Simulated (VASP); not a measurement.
V, 1 atom in the cell. The structure is cubic, space group Pm-3m (No. 221). Conventional cell: a = 2.408 Å, b = 2.408 Å, c = 2.408 Å, α = 90.00°, β = 90.00°, γ = 90.00°. V (site symmetry m-3m) has 6 V at 2.41 Å within 3.2 Å. 

| Item | Value |
| --- | --- |
| Program | VASP 6.6.1 |
| Task | single point |
| Functional | PBEsol |
| Potentials or basis | VASP PAW PBE potentials, release 64 (V_sv) |
| Cutoff | 520 eV |
| k mesh | 14 × 14 × 14 |
| Occupations | fermi-dirac, width 0.136057 eV |
| Spin | no spin polarisation |
| Dipole correction | no |
| Further INCAR settings | ALGO = Normal; EDIFF = 1e-06; NBANDS = 12 |

Potentials or basis: VASP PAW PBE potentials, release 64 (V_sv).

Launch:

```console
$ cat potpaw_PBE.64/V_sv/POTCAR > POTCAR
$ mpirun -np 1 vasp_std > vasp.out
```

Hardware: 1 thread of AMD EPYC 9R45 96-Core Processor (Zen 5) (shared host).

How long does it take, and how much memory?

Wall time 6.6 s on 1 thread of AMD EPYC 9R45 96-Core Processor (Zen 5) (shared host), peak memory 0.1 GiB. Counts: scf iterations 11, k points 120.
